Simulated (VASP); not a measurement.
# TePb in VASP: notebook

Runs on TePb. Level: PBE. Tasks: single point.

All numbers are computed with VASP 6.6.1; they aren't measurements. Logs are shortened: lines on timing, memory, paths and dates and some standing lists are left out, and cuts for length are marked.

## Step 1: The cell of the first run

It takes space group Fm-3m (No. 225, cubic). The conventional cell has a = 6.536 Å, b = 6.536 Å, c = 6.536 Å, α = 90.00°, β = 90.00°, γ = 90.00°. Pb (site symmetry m-3m) has 6 Te at 3.27 Å within 4.3 Å. Within 4.3 Å of Te (site symmetry m-3m) lie 6 Pb at 3.27 Å.

## Step 2: Single point, PBE

The input, INCAR:

```
SYSTEM = TePb
ALGO     = Normal         ! electronic algorithm
EDIFF    = 1E-7           ! SCF threshold, eV
ENCUT    = 520            ! plane-wave cutoff, eV
GGA      = PE             ! functional
ISIF     = 2              ! what is computed and relaxed
ISMEAR   = -1             ! smearing method
LASPH    = .TRUE.         ! aspherical terms in the spheres
LCHARG   = .FALSE.        ! write CHGCAR
LREAL    = .FALSE.        ! projectors in reciprocal space
LWAVE    = .FALSE.        ! write WAVECAR
NBANDS   = 17             ! bands
NELM     = 100            ! most SCF steps
PREC     = Accurate       ! precision mode
SIGMA    = 0.02           ! smearing width, eV
```

The input, KPOINTS:

```
k-points
0
G
  8 8 8
  0 0 0
```

The input, POSCAR:

```
TePb
1.0
    0.0000000000      3.2678368488      3.2678368488
    3.2678368488      0.0000000000      3.2678368488
    3.2678368488      3.2678368488      0.0000000000
Pb Te
1 1
Direct
    0.0000000000      0.0000000000      0.0000000000
    0.5000000000      0.5000000000      0.5000000000
```

Potentials or basis: VASP PAW PBE potentials, release 64 (Pb_d, Te).

Run with:

```bash
$ cat potpaw_PBE.64/Pb_d/POTCAR potpaw_PBE.64/Te/POTCAR > POTCAR
$ mpirun -np 1 vasp_std > vasp.out
```

OUTCAR:

```text
SYSTEM = TePb
   EDIFF = 1E-7
   ENCUT = 520
   GGA = PE
   ISIF = 2
   ISMEAR = -1
   LASPH = .TRUE.
   LREAL = .FALSE.
   NELM = 100
   PREC = Accurate

 ion  position               nearest neighbor table
   1  0.000  0.000  0.000-   2 3.27   2 3.27   2 3.27   2 3.27   2 3.27   2 3.27
   2  0.500  0.500  0.500-   1 3.27   1 3.27   1 3.27   1 3.27   1 3.27   1 3.27

  LATTYP: Found a face centered cubic cell.
 ALAT       =     6.5356736976

  Lattice vectors:

 A1 = (   0.0000000000,   3.2678368488,   3.2678368488)
 A2 = (   3.2678368488,   0.0000000000,   3.2678368488)
 A3 = (   3.2678368488,   3.2678368488,   0.0000000000)

Analysis of symmetry for initial positions (statically):
=====================================================================
 Subroutine PRICEL returns:
 Original cell was already a primitive cell.

 Routine SETGRP: Setting up the symmetry group for a
 face centered cubic supercell.

 Subroutine GETGRP returns: Found 48 space group operations
 (whereof 48 operations were pure point group operations)
 out of a pool of 48 trial point group operations.

The static configuration has the point symmetry O_h .

Analysis of symmetry for dynamics (positions and initial velocities):
=====================================================================
 Subroutine PRICEL returns:
 Original cell was already a primitive cell.

 Routine SETGRP: Setting up the symmetry group for a
 face centered cubic supercell.

 Subroutine GETGRP returns: Found 48 space group operations
 (whereof 48 operations were pure point group operations)
 out of a pool of 48 trial point group operations.

The dynamic configuration has the point symmetry O_h .

 Subroutine INISYM returns: Found 48 space group operations
 (whereof 48 operations are pure point group operations),
 and found     1 'primitive' translations

----------------------------------------------------------------------------------------

                                     Primitive cell

  volume of cell :      69.7929

  direct lattice vectors                    reciprocal lattice vectors
     0.000000000  3.267836849  3.267836849    -0.153006415  0.153006415  0.153006415
     3.267836849  0.000000000  3.267836849     0.153006415 -0.153006415  0.153006415
     3.267836849  3.267836849  0.000000000     0.153006415  0.153006415 -0.153006415

  length of vectors
     4.621419191  4.621419191  4.621419191     0.265014884  0.265014884  0.265014884

  position of ions in fractional coordinates (direct lattice)
     0.000000000  0.000000000  0.000000000
     0.500000000  0.500000000  0.500000000

  ion indices of the primitive-cell ions
   primitive index   ion index
                 1           1
                 2           2

----------------------------------------------------------------------------------------

 KPOINTS: k-points

Automatic generation of k-mesh.
 Grid dimensions read from file:
 generate k-points for:    8    8    8

 Generating k-lattice:

  Cartesian coordinates                     Fractional coordinates (reciprocal lattice)
    -0.019125802  0.019125802  0.019125802     0.125000000  0.000000000  0.000000000
     0.019125802 -0.019125802  0.019125802     0.000000000  0.125000000  0.000000000
     0.019125802  0.019125802 -0.019125802     0.000000000  0.000000000  0.125000000

  Length of vectors
     0.033126861  0.033126861  0.033126861

  Shift w.r.t. Gamma in fractional coordinates (k-lattice)
     0.000000000  0.000000000  0.000000000

 Subroutine IBZKPT returns following result:
 ===========================================

 Found     29 irreducible k-points:

 Following reciprocal coordinates:
            Coordinates               Weight
  0.000000  0.000000  0.000000      1.000000
  0.125000  0.000000  0.000000      8.000000
  0.250000  0.000000  0.000000      8.000000
  0.375000  0.000000  0.000000      8.000000
  0.500000  0.000000  0.000000      4.000000
  0.125000  0.125000  0.000000      6.000000
[... 16 lines left out ...]
  0.500000  0.250000  0.125000     48.000000
 -0.375000  0.250000  0.125000     24.000000
 [... further k-points ...]
   k-points           NKPTS =     29   k-points in BZ     NKDIM =     29   number of bands    NBANDS=     17
   number of dos      NEDOS =    301   number of ions     NIONS =      2
   total plane-waves  NPLWV =  46656
   dimension x,y,z NGX =    36 NGY =   36 NGZ =   36
   dimension x,y,z NGXF=    72 NGYF=   72 NGZF=   72
   ions per type =               1   1
   NGX,Y,Z   is equivalent  to a cutoff of  12.95, 12.95, 12.95 a.u.
   NGXF,Y,Z  is equivalent  to a cutoff of  25.90, 25.90, 25.90 a.u.
 SYSTEM =  TePb
   PREC   = accura    normal or accurate (medium, high low for compatibility)
   ISTART =      0    job   : 0-new  1-cont  2-samecut
   ICHARG =      2    charge: 1-file 2-atom 10-const
   ISPIN  =      1    spin polarized calculation?
   LNONCOLLINEAR =      F non collinear calculations
   LSORBIT =      F    spin-orbit coupling
   LASPH  =      T    aspherical Exc in radial PAW
   ENCUT  =  520.0 eV  38.22 Ry    6.18 a.u.   8.59  8.59  8.59*2*pi/ulx,y,z
   NELM   =    100;   NELMIN=  2; NELMDL= -5     # of ELM steps
   EDIFF  = 0.1E-06   stopping-criterion for ELM
   LREAL  =      F    real-space projection
   EDIFFG = 0.1E-05   stopping-criterion for IOM
   NSW    =      0    number of steps for IOM
   IBRION =     -1    ionic relax: 0-MD 1-quasi-New 2-CG
   NFREE  =      0    steps in history (QN), initial steepest desc. (CG)
   ISIF   =      2    stress and relaxation
   ISYM   =      2    0-nonsym 1-usesym 2-fastsym
   POTIM  = 0.5000    time-step for ionic-motion
   TEBEG  =    0.0;   TEEND  =   0.0 temperature during run
   PSTRESS=    0.0 pullay stress
   NELECT =      20.0000    total number of electrons
   NUPDOWN=      -1.0000    fix difference up-down
   EMIN   =  10.00;   EMAX   =-10.00  energy-range for DOS
   EFERMI =   0.00;   METHOD = LEGACY
   ISMEAR =    -1;   SIGMA  =   0.02  broadening in eV -4-tet -1-fermi 0-gaus
   EFERMI_NEDOS =   21; number of points for ismear=-14 and -15
   IALGO  =     38    algorithm
   IMIX   =      4    mixing-type and parameters
     AMIX     =   0.40;   BMIX     =  1.00
     AMIX_MAG =   1.60;   BMIX_MAG =  1.00
  volume/ion in A,a.u.               =      34.90       235.49
  Fermi-wavevector in a.u.,A,eV,Ry     =   1.079314  2.039608 15.849680  1.164919
  Thomas-Fermi vector in A             =   2.215276
   LORBIT       =      0    0 simple, 1 ext, 2 COOP (PROOUT), +10 PAW based schemes
   GGA     = PE    functional components
   LHFCALC =     F    Hartree Fock is set to
   AEXX    =    0.0000 exact exchange contribution
   IVDW    =     0    specifies the selected vdW correction
   LEPSILON=     F    determine dielectric tensor
   LRPA    =     F    only Hartree local field effects (RPA)
 non-spin polarized calculation
  energy-cutoff  :      520.00
  volume of cell :       69.79
 maximum number of plane-waves:      1895
 NGX is ok and might be reduce to    36
   NGX = 17   NGY = 17   NGZ = 17

 number of electron      20.0000002 magnetization

 Free energy of the ion-electron system (eV)
  ---------------------------------------------------
  ext. energy  EPLUGINS =         0.00000000
  ---------------------------------------------------
  free energy    TOTEN  =        -7.52091989 eV

  energy without entropy =       -7.52091989  energy(sigma->0) =       -7.52091989

 E-fermi :   5.5942     XC(G=0):  -9.1478

 val. band max:        5.1871289774   @ k =   0.5000   0.0000   0.0000
 cond. band min:       5.9908646685   @ k =   0.5000   0.0000   0.0000
 fundamental gap:      0.8037356911
 Fermi energy:         5.5942099050

 k-point     1 :       0.0000    0.0000    0.0000
  band No.  band energies     occupation
      1     -11.4780      2.00000
      2     -11.4780      2.00000
      3     -11.4714      2.00000
      4     -11.4714      2.00000
      5     -11.4714      2.00000
      6      -6.5493      2.00000
[... 9 lines left out ...]
     16      11.0662      0.00000
     17      12.6647      0.00000

 k-point     2 :       0.1250    0.0000    0.0000
  band No.  band energies     occupation
      1     -11.4796      2.00000
      2     -11.4796      2.00000
      3     -11.4710      2.00000
      4     -11.4694      2.00000
      5     -11.4694      2.00000
      6      -6.4218      2.00000
[... 9 lines left out ...]
     16      11.3510      0.00000
     17      13.5738      0.00000

 k-point     3 :       0.2500    0.0000    0.0000
  band No.  band energies     occupation
      1     -11.4840      2.00000
      2     -11.4840      2.00000
      3     -11.4701      2.00000
      4     -11.4641      2.00000
      5     -11.4641      2.00000
      6      -6.0561      2.00000
[... 9 lines left out ...]
     16      12.1301      0.00000
     17      15.3437      0.00000

 k-point     4 :       0.3750    0.0000    0.0000
  band No.  band energies     occupation
      1     -11.4887      2.00000
      2     -11.4887      2.00000
      3     -11.4693      2.00000
      4     -11.4585      2.00000
      5     -11.4585      2.00000
      6      -5.5347      2.00000
[... 9 lines left out ...]
     16      13.3246      0.00000
     17      15.7597      0.00000
[... 343 lines left out ...]
      1     -11.4961      2.00000
      2     -11.4789      2.00000
      3     -11.4722      2.00000
      4     -11.4608      2.00000
      5     -11.4595      2.00000
      6      -5.7572      2.00000
[... 9 lines left out ...]
     16      13.7989      0.00000
     17      14.1739      0.00000

 k-point    23 :       0.5000    0.2500    0.1250
  band No.  band energies     occupation
      1     -11.5006      2.00000
      2     -11.4826      2.00000
      3     -11.4690      2.00000
      4     -11.4593      2.00000
      5     -11.4559      2.00000
      6      -5.2987      2.00000
[... 9 lines left out ...]
     16      14.1029      0.00000
     17      15.1566      0.00000

 k-point    24 :      -0.3750    0.2500    0.1250
  band No.  band energies     occupation
      1     -11.5021      2.00000
      2     -11.4845      2.00000
      3     -11.4658      2.00000
      4     -11.4610      2.00000
      5     -11.4540      2.00000
      6      -5.0302      2.00000
[... 9 lines left out ...]
     16      14.9779      0.00000
     17      15.2656      0.00000

 [... further k-points ...]
[... 5 lines left out ...]
  --------------------------------------------------------------------------------------
  -------------------------------------------------------------------------------------
  Total        0.2532538      0.2532538      0.2532538      0.0000000     -0.0000000     -0.0000000
  in kB        5.8137376      5.8137376      5.8137376      0.0000000     -0.0000000     -0.0000000
  external PRESSURE =       5.8137376 kB  Pullay stress =       0.0000000 kB

 VOLUME and BASIS-vectors are now :
 -----------------------------------------------------------------------------
  energy-cutoff  :      520.00
  volume of cell :       69.79
      direct lattice vectors                 reciprocal lattice vectors
     0.000000000  3.267836849  3.267836849    -0.153006415  0.153006415  0.153006415
     3.267836849  0.000000000  3.267836849     0.153006415 -0.153006415  0.153006415
     3.267836849  3.267836849  0.000000000     0.153006415  0.153006415 -0.153006415

 POSITION                                       TOTAL-FORCE (eV/Angst)
 -----------------------------------------------------------------------------------
      0.00000      0.00000      0.00000         0.000000     -0.000000     -0.000000
      3.26784      3.26784      3.26784         0.000000      0.000000      0.000000
 -----------------------------------------------------------------------------------
    total drift:                               -0.000000      0.000000      0.000000

  FREE ENERGIE OF THE ION-ELECTRON SYSTEM (eV)
  ---------------------------------------------------
  free  energy   TOTEN  =        -7.5209198945 eV

  energy  without entropy=       -7.5209198945  energy(sigma->0) =       -7.52091989
```

Run time: 34 s. Hardware: 1 thread of Intel Xeon Platinum 8259CL at 2.50GHz (Skylake/Cascade Lake), shared host; peak memory 0.21 GiB.

What came out:

- Free energy: -7.5209 eV
- Pressure: 0.6 GPa
- Band gap on the k mesh: 0.80 eV, direct

Caveat: spin-orbit coupling is left out, which moves the levels of the heavy elements.

(Part 1 of 2 ends here.)
